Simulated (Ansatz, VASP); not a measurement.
**SiO2 in VASP and in Ansatz**

Contents of INCAR:

```
PREC = Accurate
ENCUT = 520
EDIFF = 1E-7
ISMEAR = 0
SIGMA = 0.05
LREAL = False
LASPH = True
NELM = 100
ALGO = Normal
ISIF = 2
LWAVE = False
LCHARG = False
GGA = CA
NBANDS = 25
```

The input KPOINTS:

```
Automatic mesh
0
Gamma
  6 6 10
```

Contents of POSCAR:

```
SiO2
1.0
    3.9672116400      0.0000000000      0.0000000000
    0.0000000000      3.9672116400      0.0000000000
    0.0000000000      0.0000000000      2.7326153777
Si O
2 4
Direct
    0.5000000000      0.5000000000      0.5000000000
    0.0000000000      0.0000000000      0.0000000000
    0.6944252994      0.6944252994      0.0000000000
    0.1944252994      0.8055747006      0.5000000000
    0.3055747006      0.3055747006      0.0000000000
    0.8055747006      0.1944252994      0.5000000000
```

Input for Ansatz:

```yaml
crystal:
  lattice:
    - [3.96721164, 0.0, 0.0]
    - [0.0, 3.96721164, 0.0]
    - [0.0, 0.0, 2.7326153777]
  atoms:
    - { symbol: Si, position: [0.5, 0.5, 0.5] }
    - { symbol: Si, position: [0.0, 0.0, 0.0] }
    - { symbol: O, position: [0.6944252994, 0.6944252994, 0.0] }
    - { symbol: O, position: [0.1944252994, 0.8055747006, 0.5] }
    - { symbol: O, position: [0.3055747006, 0.3055747006, 0.0] }
    - { symbol: O, position: [0.8055747006, 0.1944252994, 0.5] }
basis:
  ecutwfc: 520.0
kpoints:
  mp_grid: { grid: [6, 6, 10] }
hamiltonian:
  xc: lda
  pseudopotentials: { kind: paw, azcp: { folder: soft_1 } }
scf:
  occupations: { method: gaussian, width: 0.05 }
output:
  forces: true
  stress: true
  eigenvalues: true
```

Alike in both runs: task single point; functional LDA; k mesh 6 × 6 × 10; occupations gaussian, width 0.05 eV; no spin polarisation.

|  | VASP | Ansatz |
| --- | --- | --- |
| version | VASP 6.6.1 | Ansatz 0.2.0 |
| potentials or method | VASP PAW LDA potentials, release 64 (Si, O), cutoff 520 eV | scalar-relativistic, plane waves, PAW |
| valence electrons in the cell | 32 | 32 |

Ansatz gave:

```
gap on the k mesh at the Fermi level (eV)                     : 5.71
least direct gap on the mesh (eV)                             : 5.71
pressure (GPa)                                                : 23.2
traceless stress, the component that is largest in VASP (GPa) : -21.94
rms of the force components (eV/Å)                            : 0.289
```

Q: What did VASP give for the same quantities?

A: gap on the k mesh at the Fermi level (eV): 5.66; least direct gap on the mesh (eV): 5.66; pressure (GPa): 24.5; traceless stress, the component that is largest in VASP (GPa): -21.59; rms of the force components (eV/Å): 0.290.

Ansatz warns that its potentials were made for another functional, while VASP's fit it. LDA's correlation is that of Perdew and Zunger in VASP and of Perdew and Wang (1992) in Ansatz. Atom by atom the forces differ by 0.001 eV/Å (rms over components).
